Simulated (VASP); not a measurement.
Write the native input for VASP 6.6.1 that does the following.

| Quantity | Value |
| --- | --- |
| Task | single point |
| Functional | PBE |
| Potentials or basis | VASP PAW PBE potentials, release 64 (O, Si) |
| Cutoff | 520 eV |
| k mesh | 5 × 5 × 1 |
| Occupations | gaussian, width 0.05 eV |
| Spin | no spin polarisation |
| Dipole correction | yes |
| Further INCAR settings | LREAL = Auto; ALGO = Normal; EDIFF = 1e-06; NBANDS = 82 |

The structure of SiO2 lies in POSCAR:

```
SiO2
1.0
    5.1230512090      0.0000000000      0.0000000000
    0.1908146745      5.1194964059      0.0000000000
    0.0000000000      0.0000000000     28.5636664587
O Si
16 8
Direct
    0.8322781389      0.9364643430      0.2616719581
    0.4550140324      0.2848020715      0.3020034424
    0.4344920917      0.7946342527      0.3230183562
    0.7763131445      0.4583369100      0.3651727969
    0.2772114903      0.4559272049      0.3854984510
    0.9435554559      0.8013872501      0.4262543504
    0.9445272413      0.3013078162      0.4495630423
    0.2864398418      0.9577383627      0.4884783164
    0.7864395960      0.9577371720      0.5115210906
    0.4445280353      0.3013098410      0.5504361527
    0.4435529388      0.8013901253      0.5737452621
    0.7772193370      0.4559313367      0.6144994325
    0.2763215835      0.4583365846      0.6348268601
    0.9344932446      0.7946373538      0.6769791025
    0.9550099093      0.2848033771      0.6979948325
    0.3322317412      0.9364507438      0.7383370533
    0.5898953794      0.0003957442      0.2909764324
    0.4845346006      0.4998068454      0.3435001588
   -0.0144649370      0.5045824598      0.4066570489
   -0.0097746423      0.0046157112      0.4689366926
    0.4902253633      0.0046171393      0.5310626915
    0.4855399250      0.5045845902      0.5933420024
   -0.0154603219      0.4998083879      0.6564984903
    0.0898768104      0.0003943767      0.7090259830
```

One way to write it, as run:

INCAR

```
PREC = Accurate
ENCUT = 520
EDIFF = 1E-6
ISMEAR = 0
SIGMA = 0.05
LREAL = Auto
LASPH = True
NELM = 100
ALGO = Normal
ISIF = 2
LWAVE = False
LCHARG = False
LDIPOL = True
IDIPOL = 3
DIPOL = 0.5 0.5 0.500
GGA = PE
NBANDS = 82
```

KPOINTS

```
Automatic mesh
0
Gamma
  5 5 1
```

Potentials or basis: VASP PAW PBE potentials, release 64 (O, Si).

The run is started by

```bash
$ cat potpaw_PBE.64/O/POTCAR potpaw_PBE.64/Si/POTCAR > POTCAR
$ mpirun -np 1 vasp_std > vasp.out
```

It gave:

The largest force is 0.192 eV/Å and the band gap on the k mesh is 3.74 eV (least direct gap 3.76 eV).

Run time: 35 min on 1 thread of Intel(R) Xeon(R) Platinum 8259CL CPU @ 2.50GHz (Skylake/Cascade Lake) (shared host), peak memory 0.95 GiB.
